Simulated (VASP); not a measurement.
# Be2TeS2 (P-4m2) in VASP: a series of runs, part 2 of 4

VASP 6.6.1. The steps go on from the part before.

## Step 3: Relaxation of cell and atoms, PBE+D3(BJ)

This run uses another cell than the first one, of 21.23 Å³/atom.

The input, INCAR:

```
  PREC = Accurate
  ENCUT = 600
  EDIFF = 1E-6
  ISMEAR = 0
  SIGMA = 0.1
  LREAL = F
  LASPH = T
  NELM = 100
  ALGO = Normal
  ISIF = 3
  LWAVE = F
  LCHARG = F
  GGA = PE
  IVDW = 12
  IBRION = 2
  NSW = 100
  EDIFFG = -0.01
```

The input, KPOINTS:

```
Automatic mesh
0
Gamma
  12 12 4
```

The input, POSCAR:

```
Be2TeS2
1.0
    3.2851050448      0.0000000000      0.0000000000
    0.0000000000      3.2851050448      0.0000000000
    0.0000000000      0.0000000000      9.8338048387
Be Te S
2 1 2
Direct
    0.0000000000      0.0000000000      0.0000000000
    0.5000000000      0.5000000000      0.0000000000
    0.5000000000      0.5000000000      0.5000000000
    0.5000000000      0.0000000000      0.8709761545
    0.0000000000      0.5000000000      0.1290238455
```

Potentials or basis: VASP PAW PBE potentials, release 64 (Be, Te, S).

Launch:

```sh
$ cat potpaw_PBE.64/Be/POTCAR potpaw_PBE.64/Te/POTCAR potpaw_PBE.64/S/POTCAR > POTCAR
$ mpirun -np 1 vasp_std > vasp.out
```

OUTCAR:

```text
PREC = Accurate
   ENCUT = 600
   EDIFF = 1E-6
   ISMEAR = 0
   LREAL = F
   LASPH = T
   NELM = 100
   ISIF = 3
   GGA = PE
   IVDW = 12
   IBRION = 2
   NSW = 100
   EDIFFG = -0.01
 IVDW          = 12

 ion  position               nearest neighbor table
   1  0.000  0.000  0.000-   4 2.08   5 2.08   5 2.08   4 2.08   2 2.32   2 2.32   2 2.32   2 2.32

   2  0.500  0.500  0.000-   4 2.08   5 2.08   4 2.08   5 2.08   1 2.32   1 2.32   1 2.32   1 2.32

   3  0.500  0.500  0.500-
   4  0.500  0.000  0.871-   1 2.08   2 2.08   2 2.08   1 2.08
   5  0.000  0.500  0.129-   1 2.08   2 2.08   1 2.08   2 2.08

  LATTYP: Found a simple tetragonal cell.
 ALAT       =     3.2851050448
 C/A-ratio  =     2.9934521742

  Lattice vectors:

 A1 = (   3.2851050448,   0.0000000000,   0.0000000000)
 A2 = (   0.0000000000,   3.2851050448,   0.0000000000)
 A3 = (   0.0000000000,   0.0000000000,   9.8338048387)

Analysis of symmetry for initial positions (statically):
=====================================================================
 Subroutine PRICEL returns:
 Original cell was already a primitive cell.

 Routine SETGRP: Setting up the symmetry group for a
 simple tetragonal supercell.

 Subroutine GETGRP returns: Found  8 space group operations
 (whereof  8 operations were pure point group operations)
 out of a pool of 16 trial point group operations.

The static configuration has the point symmetry D_2d.

Analysis of symmetry for dynamics (positions and initial velocities):
=====================================================================
 Subroutine PRICEL returns:
 Original cell was already a primitive cell.

 Routine SETGRP: Setting up the symmetry group for a
 simple tetragonal supercell.

 Subroutine GETGRP returns: Found  8 space group operations
 (whereof  8 operations were pure point group operations)
 out of a pool of 16 trial point group operations.

The dynamic configuration has the point symmetry D_2d.

 Subroutine INISYM returns: Found  8 space group operations
 (whereof  8 operations are pure point group operations),
 and found     1 'primitive' translations

----------------------------------------------------------------------------------------

                                     Primitive cell

  volume of cell :     106.1256

  direct lattice vectors                    reciprocal lattice vectors
     3.285105045  0.000000000  0.000000000     0.304404269  0.000000000  0.000000000
     0.000000000  3.285105045  0.000000000     0.000000000  0.304404269  0.000000000
     0.000000000  0.000000000  9.833804839     0.000000000  0.000000000  0.101690039

  length of vectors
     3.285105045  3.285105045  9.833804839     0.304404269  0.304404269  0.101690039

  position of ions in fractional coordinates (direct lattice)
     0.000000000  0.000000000  0.000000000
     0.500000000  0.500000000  0.000000000
     0.500000000  0.500000000  0.500000000
     0.500000000  0.000000000  0.870976154
     0.000000000  0.500000000  0.129023846

  ion indices of the primitive-cell ions
   primitive index   ion index
                 1           1
                 2           2
                 3           3
                 4           4
                 5           5

----------------------------------------------------------------------------------------

 KPOINTS: Automatic mesh

Automatic generation of k-mesh.
 Grid dimensions read from file:
 generate k-points for:   12   12    4

 Generating k-lattice:

  Cartesian coordinates                     Fractional coordinates (reciprocal lattice)
     0.025367022  0.000000000  0.000000000     0.083333333  0.000000000  0.000000000
     0.000000000  0.025367022  0.000000000     0.000000000  0.083333333  0.000000000
     0.000000000  0.000000000  0.025422510     0.000000000  0.000000000  0.250000000

  Length of vectors
     0.025367022  0.025367022  0.025422510

  Shift w.r.t. Gamma in fractional coordinates (k-lattice)
     0.000000000  0.000000000  0.000000000

 Subroutine IBZKPT returns following result:
 ===========================================

 Found     84 irreducible k-points:

 Following reciprocal coordinates:
            Coordinates               Weight
  0.000000  0.000000  0.000000      1.000000
  0.083333  0.000000  0.000000      4.000000
  0.166667  0.000000  0.000000      4.000000
  0.250000  0.000000  0.000000      4.000000
  0.333333  0.000000  0.000000      4.000000
  0.416667  0.000000  0.000000      4.000000
[... 16 lines left out ...]
  0.333333  0.333333  0.000000      4.000000
  0.416667  0.333333  0.000000      8.000000
 [... further k-points ...]
   k-points           NKPTS =     84   k-points in BZ     NKDIM =     84   number of bands    NBANDS=     15
   number of dos      NEDOS =    301   number of ions     NIONS =      5
   total plane-waves  NPLWV =  62720
   dimension x,y,z NGX =    28 NGY =   28 NGZ =   80
   dimension x,y,z NGXF=    56 NGYF=   56 NGZF=  160
   ions per type =               2   1   2
   NGX,Y,Z   is equivalent  to a cutoff of  14.17, 14.17, 13.52 a.u.
   NGXF,Y,Z  is equivalent  to a cutoff of  28.34, 28.34, 27.05 a.u.
 SYSTEM =  unknown system
   PREC   = accura    normal or accurate (medium, high low for compatibility)
   ISTART =      0    job   : 0-new  1-cont  2-samecut
   ICHARG =      2    charge: 1-file 2-atom 10-const
   ISPIN  =      1    spin polarized calculation?
   LNONCOLLINEAR =      F non collinear calculations
   LSORBIT =      F    spin-orbit coupling
   LASPH  =      T    aspherical Exc in radial PAW
   ENCUT  =  600.0 eV  44.10 Ry    6.64 a.u.   6.56  6.56 19.64*2*pi/ulx,y,z
   NELM   =    100;   NELMIN=  2; NELMDL= -5     # of ELM steps
   EDIFF  = 0.1E-05   stopping-criterion for ELM
   LREAL  =      F    real-space projection
   EDIFFG = -.1E-01   stopping-criterion for IOM
   NSW    =    100    number of steps for IOM
   IBRION =      2    ionic relax: 0-MD 1-quasi-New 2-CG
   NFREE  =      1    steps in history (QN), initial steepest desc. (CG)
   ISIF   =      3    stress and relaxation
   ISYM   =      2    0-nonsym 1-usesym 2-fastsym
   POTIM  = 0.5000    time-step for ionic-motion
   TEBEG  =    0.0;   TEEND  =   0.0 temperature during run
   PSTRESS=    0.0 pullay stress
   NELECT =      22.0000    total number of electrons
   NUPDOWN=      -1.0000    fix difference up-down
   EMIN   =  10.00;   EMAX   =-10.00  energy-range for DOS
   EFERMI =   0.00;   METHOD = LEGACY
   ISMEAR =     0;   SIGMA  =   0.10  broadening in eV -4-tet -1-fermi 0-gaus
   EFERMI_NEDOS =   21; number of points for ismear=-14 and -15
   IALGO  =     38    algorithm
   IMIX   =      4    mixing-type and parameters
     AMIX     =   0.40;   BMIX     =  1.00
     AMIX_MAG =   1.60;   BMIX_MAG =  1.00
  volume/ion in A,a.u.               =      21.23       143.23
  Fermi-wavevector in a.u.,A,eV,Ry     =   0.968893  1.830942 12.772511  0.938753
  Thomas-Fermi vector in A             =   2.098900
   LORBIT       =      0    0 simple, 1 ext, 2 COOP (PROOUT), +10 PAW based schemes
   GGA     = PE    functional components
   LHFCALC =     F    Hartree Fock is set to
   AEXX    =    0.0000 exact exchange contribution
   IVDW    =    12    specifies the selected vdW correction
   LEPSILON=     F    determine dielectric tensor
   LRPA    =     F    only Hartree local field effects (RPA)
 conjugate gradient relaxation of ions
 non-spin polarized calculation
 Gauss-broadening in eV      SIGMA  =   0.10
  energy-cutoff  :      600.00
  volume of cell :      106.13
 maximum number of plane-waves:      3591
 NGX is ok and might be reduce to    28
   NGX = 13   NGY = 13   NGZ = 39

--------------------------------------- Ionic step        1  -------------------------------------------

 number of electron      21.9999998 magnetization

 Free energy of the ion-electron system (eV)
  ---------------------------------------------------
  ext. energy  EPLUGINS =         0.00000000
  ---------------------------------------------------
  free energy    TOTEN  =       -21.90498422 eV

  energy without entropy =      -21.89990699  energy(sigma->0) =      -21.90244561

------------------------ aborting loop because EDIFF is reached ----------------------------------------

 Edisp (eV)   -1.41427

 E8    (eV) :    -0.5396
[... 249 lines left out ...]
--------------------------------------- Ionic step        7  -------------------------------------------

 number of electron      21.9999998 magnetization

 Free energy of the ion-electron system (eV)
  ---------------------------------------------------
  ext. energy  EPLUGINS =         0.00000000
  ---------------------------------------------------
  free energy    TOTEN  =       -21.91325293 eV

  energy without entropy =      -21.90809413  energy(sigma->0) =      -21.91067353

 E-fermi :   3.3253     XC(G=0):  -8.5648

 val. band max:        3.3020459725   @ k =   0.5000   0.2500   0.0000
 cond. band min:       3.3369630048   @ k =   0.5000   0.2500   0.2500
 fundamental gap:      0.0349170322
 Fermi energy:         3.3253175253

 k-point     1 :       0.0000    0.0000    0.0000
  band No.  band energies     occupation
      1     -11.2735      2.00000
      2      -9.6396      2.00000
      3      -8.2375      2.00000
      4      -1.4353      2.00000
      5      -0.1701      2.00000
      6      -0.1701      2.00000
      7       0.3975      2.00000
      8       2.3310      2.00000
      9       2.6868      2.00000
     10       2.6868      2.00000
     11       5.6244      0.00000
     12       5.6244      0.00000
     13       6.2727      0.00000
     14       7.9381      0.00000
[... 401 lines left out ...]
      2      -9.1129      2.00000
      3      -5.8796      2.00000
      4      -2.2087      2.00000
      5      -1.8996      2.00000
      6      -1.4041      2.00000
      7      -0.4774      2.00000
      8      -0.0051      2.00000
      9       0.5128      2.00000
     10       0.8763      2.00000
     11       1.8036      2.00000
     12       3.5191      0.00614
     13       6.9254      0.00000
     14       7.4490      0.00000
     15       8.5893      0.00000

 [... further k-points ...]

------------------------ aborting loop because EDIFF is reached ----------------------------------------

 Edisp (eV)   -1.40651

 E8    (eV) :    -0.5366
[... 28 lines left out ...]
  FREE ENERGIE OF THE ION-ELECTRON SYSTEM (eV)
  ---------------------------------------------------
  free  energy   TOTEN  =       -23.3197637562 eV

  energy  without entropy=      -23.3146049561  energy(sigma->0) =      -23.31718436

 reached required accuracy - stopping structural energy minimisation
```

OSZICAR:

```text
N       E                     dE             d eps       ncg     rms          rms(c)
DAV:   1     0.117742266769E+03    0.11774E+03   -0.99484E+03  2520   0.137E+03
DAV:   2    -0.126765079693E+02   -0.13042E+03   -0.12775E+03  3289   0.214E+02
DAV:   3    -0.225820514665E+02   -0.99055E+01   -0.98194E+01  3515   0.709E+01
DAV:   4    -0.227663474275E+02   -0.18430E+00   -0.18415E+00  3409   0.105E+01
[... 44 lines left out ...]
DAV:   1    -0.219132700636E+02   -0.74998E-03   -0.13838E-03  2660   0.219E-01    0.292E-02
DAV:   2    -0.219132578568E+02    0.12207E-04   -0.90072E-05  3529   0.635E-02    0.144E-02
DAV:   3    -0.219132549051E+02    0.29517E-05   -0.46540E-06  3248   0.144E-02    0.986E-03
DAV:   4    -0.219132533564E+02    0.15486E-05   -0.17029E-06  2065   0.767E-03    0.350E-03
DAV:   5    -0.219132529326E+02    0.42385E-06   -0.54622E-07  1785   0.487E-03
   7 F= -.23319764E+02 E0= -.23317184E+02  d E =-.513110E-04
```

CONTCAR:

```text
Be2TeS2
   1.00000000000000
     3.2919896787514022    0.0000000000000000    0.0000000000000000
     0.0000000000000000    3.2919896787514022   -0.0000000000000000
     0.0000000000000000   -0.0000000000000000    9.8445275462138238
  Be              Te              S
     2     1     2
Direct
     0.0000000000000000    0.0000000000000000    0.0000000000000000
     0.5000000000000000    0.5000000000000000    0.0000000000000000
     0.5000000000000000    0.5000000000000000    0.5000000000000000
     0.5000000000000000    0.0000000000000000    0.8709818024809645
     0.0000000000000000    0.5000000000000000    0.1290181975190357

  0.00000000E+00  0.00000000E+00  0.00000000E+00
  0.00000000E+00  0.00000000E+00  0.00000000E+00
  0.00000000E+00  0.00000000E+00  0.00000000E+00
  0.00000000E+00  0.00000000E+00  0.00000000E+00
  0.00000000E+00  0.00000000E+00  0.00000000E+00
```

Run time: 3.5 min. Hardware: 1 thread of AMD EPYC 9R45 (Zen 5), shared host; peak memory 0.36 GiB.

What came out:

| Property | Result |
| --- | --- |
| Free energy | -23.3198 eV |
| Relaxed volume | 21.34 Å³/atom |
| Relaxed cell | a = 3.292 Å, b = 3.292 Å, c = 9.845 Å, α = 90.00°, β = 90.00°, γ = 90.00° |
| Space group after relaxing (to 0.1 Å) | P-4m2 (No. 115) |
| Energy gained by relaxing | 0.1 meV/atom |
| Ionic steps | 7 |
| Pressure after relaxing | 0.0 GPa |
| Largest force after relaxing | 0.007 eV/Å |
| Band gap on the k mesh | zero (bands 11 and 12 overlap by 2.95 eV) |
| Dispersion energy per atom | -0.281 eV |

Forces in eV/Å, atoms in the order of the input:
```
Be   0.000  0.000  0.000
Be   0.000  0.000  0.000
Te   0.000  0.000  0.000
S    0.000  0.000  0.007
S    0.000  0.000 -0.007
```

Step by step:
```tsv
step	energy change (eV)	largest force (eV/Å)	pressure (GPa)	volume (Å³)
1	0.0000	0.0481	0.31	106.13
2	-0.0003	0.0613	-0.12	106.76
3	-0.0005	0.0208	0.03	106.53
4	-0.0005	0.0228	0.03	106.54
5	-0.0005	0.0257	0.01	106.55
6	-0.0005	0.0147	0.00	106.63
7	-0.0005	0.0070	-0.01	106.69
```

Final structure:
```cif
data_structure
_symmetry_space_group_name_H-M 'P 1'
_symmetry_Int_Tables_number 1
_cell_length_a 3.2920
_cell_length_b 3.2920
_cell_length_c 9.8445
_cell_angle_alpha 90.000
_cell_angle_beta 90.000
_cell_angle_gamma 90.000
_cell_volume 106.69
loop_
_atom_site_label
_atom_site_type_symbol
_atom_site_fract_x
_atom_site_fract_y
_atom_site_fract_z
_atom_site_occupancy
Be1 Be 0.00000 0.00000 0.00000 1
Be2 Be 0.50000 0.50000 0.00000 1
Te1 Te 0.50000 0.50000 0.50000 1
S1 S 0.50000 0.00000 0.87098 1
S2 S 0.00000 0.50000 0.12902 1
```

Levels at points of the mesh, in eV from the Fermi level:
| k point | band 9 | band 10 | band 11 | band 12 | band 13 | band 14 |
| --- | --- | --- | --- | --- | --- | --- |
| (0.00, 0.00, 0.00) | -0.64 | -0.64 | 2.30 | 2.30 | 2.95 | 4.61 |
| (0.50, 0.00, 0.00) | -1.60 | -1.60 | -0.56 | 3.44 | 4.37 | 5.41 |
| (0.50, 0.50, 0.00) | -3.67 | -2.65 | -2.65 | 0.73 | 3.52 | 3.52 |
| (0.00, 0.00, 0.50) | -0.64 | -0.64 | 2.31 | 2.31 | 2.90 | 4.61 |
| (0.50, 0.00, 0.50) | -1.60 | -1.60 | -0.36 | 3.43 | 5.11 | 5.19 |
| (0.50, 0.50, 0.50) | -3.68 | -2.64 | -2.64 | 0.68 | 3.43 | 3.43 |

Caveat: spin-orbit coupling is left out, which moves the levels of the heavy elements.

[end of part 2 of 4]

The gap in the log of VASP goes by the Fermi energy; the results here count the filled bands.